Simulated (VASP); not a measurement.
A run of VASP 6.6.1 is set up as follows.

Contents of INCAR:

```
  PREC = Accurate
  ENCUT = 520
  EDIFF = 1E-6
  ISMEAR = -1
  SIGMA = 0.05
  LREAL = False
  LASPH = True
  NELM = 100
  ALGO = Fast
  ISIF = 2
  LWAVE = False
  LCHARG = False
  GGA = PE
  IVDW = 12
  NBANDS = 13
```

KPOINTS

```
Automatic mesh
0
Gamma
  9 9 9
```

The input POSCAR:

```
Pb
1.0
    0.0000000000      2.4750200000      2.4750200000
    2.4750200000      0.0000000000      2.4750200000
    2.4750200000      2.4750200000      0.0000000000
Pb
1
Direct
    0.0000000000      0.0000000000      0.0000000000
```

Potentials or basis: VASP PAW PBE potentials, release 64 (Pb_d).

Run with:

```sh
$ cat potpaw_PBE.64/Pb_d/POTCAR > POTCAR
$ mpirun -np 1 vasp_std > vasp.out
```

**Question.** Predict the band gap on the k mesh.

**Answer.** Zero (band 7 reaches 14.70 eV, above the bottom of band 8 at 5.74 eV).

**Question.** Estimate the pressure.

**Answer.** 0.0 GPa.

**Question.** Predict the dispersion energy per atom.

**Answer.** -0.410 eV.

Caveat: spin-orbit coupling is left out, which moves the levels of the heavy elements; pairwise dispersion overbinds metals, which lowers pressure and volume.
